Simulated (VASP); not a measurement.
Write the native input for VASP 6.6.1 that does the following.

| Property | Result |
| --- | --- |
| Task | single point |
| Functional | PBEsol |
| Potentials or basis | VASP PAW PBE potentials, release 64 (F) |
| Cutoff | 520 eV |
| k mesh | 4 × 4 × 2 |
| Occupations | gaussian, width 0.05 eV |
| Spin | no spin polarisation |
| Dipole correction | no |
| Further INCAR settings | ALGO = Normal; EDIFF = 1e-07; NBANDS = 22 |

The structure of F lies in POSCAR:

```
F
1.0
    3.0589019356     -1.8154231508     -0.2359289060
    3.0589019356      1.8154231508     -0.2359289060
   -2.2828896347      0.0000000000      7.2631592929
F
4
Direct
    0.0848459664      0.0848459664      0.0940038325
    0.9151540336      0.9151540336      0.9059961675
    0.5015719855      0.5015719855      0.5937195244
    0.4984280145      0.4984280145      0.4062804756
```

These files were run (other wordings do the same):

INCAR

```
PREC = Accurate ; ENCUT = 520
EDIFF = 1E-7 ; ISMEAR = 0
SIGMA = 0.05 ; LREAL = False
LASPH = True ; NELM = 60
ALGO = Normal ; ISIF = 2
LWAVE = False ; LCHARG = False
GGA = PS ; NBANDS = 22
```

KPOINTS

```
regular mesh
0
Gamma
  4 4 2
```

Potentials or basis: VASP PAW PBE potentials, release 64 (F).

The run is started by

```sh
$ cat potpaw_PBE.64/F/POTCAR > POTCAR
$ mpirun -np 1 vasp_std > vasp.out
```

It gave:

```yaml
Pressure: -1.2 GPa
Largest_force: 0.319 eV/Å
Band_gap_on_the_k_mesh: 2.78 eV, indirect (least direct gap 2.86 eV)
```

Caveat: the k points lie up to 0.51 Å⁻¹ apart; the PAW data sets were made with another functional, which shifts forces and pressure a little.

It took 14 s on 1 thread of AMD EPYC 9R45 96-Core Processor (Zen 5), with other jobs on the host, peak memory 0.16 GiB.
